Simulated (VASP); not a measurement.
A run of VASP 6.6.1 is set up as follows.

The input INCAR:

```
SYSTEM = SnTe
  PREC = Accurate
  ENCUT = 600
  EDIFF = 1E-6
  ISMEAR = -1
  SIGMA = 0.1
  LREAL = .FALSE.
  LASPH = .TRUE.
  NELM = 60
  ALGO = Normal
  ISIF = 3
  LWAVE = .FALSE.
  LCHARG = .FALSE.
  GGA = PE
  IBRION = 2
  NSW = 32
  EDIFFG = -0.005
  PSTRESS = 170.0
```

KPOINTS

```
regular mesh
0
G
  13 13 13
  0 0 0
```

Contents of POSCAR:

```
SnTe
1.0
    0.0000000000      2.9526371417      2.9526371417
    2.9526371417      0.0000000000      2.9526371417
    2.9526371417      2.9526371417      0.0000000000
Sn Te
1 1
Direct
    0.0000000000      0.0000000000      0.0000000000
    0.5000000000      0.5000000000      0.5000000000
```

Potentials or basis: VASP PAW PBE potentials, release 64 (Sn_d, Te).

Launch:

```sh
$ cat potpaw_PBE.64/Sn_d/POTCAR potpaw_PBE.64/Te/POTCAR > POTCAR
$ mpirun -np 1 vasp_std > vasp.out
```

Question: Estimate the space group after relaxing (to 0.1 Å).

Answer: Fm-3m (No. 225).

Question: What does it give for the relaxed cell?

Answer: a = 4.176 Å, b = 4.176 Å, c = 4.176 Å, α = 60.00°, β = 60.00°, γ = 60.00°.

Question: What does it give for the relaxed volume?

Answer: 25.75 Å³/atom.

Step by step:
```csv
step,energy change (eV),largest force (eV/Å),pressure (GPa),volume (Å³)
1,0.0000,0.0000,17.06,51.48
2,-0.0076,0.0000,16.88,51.55
3,-0.0015,0.0000,17.03,51.50
```

Caveat: the cell is relaxed towards a set pressure, so the run minimises the enthalpy, not the energy.
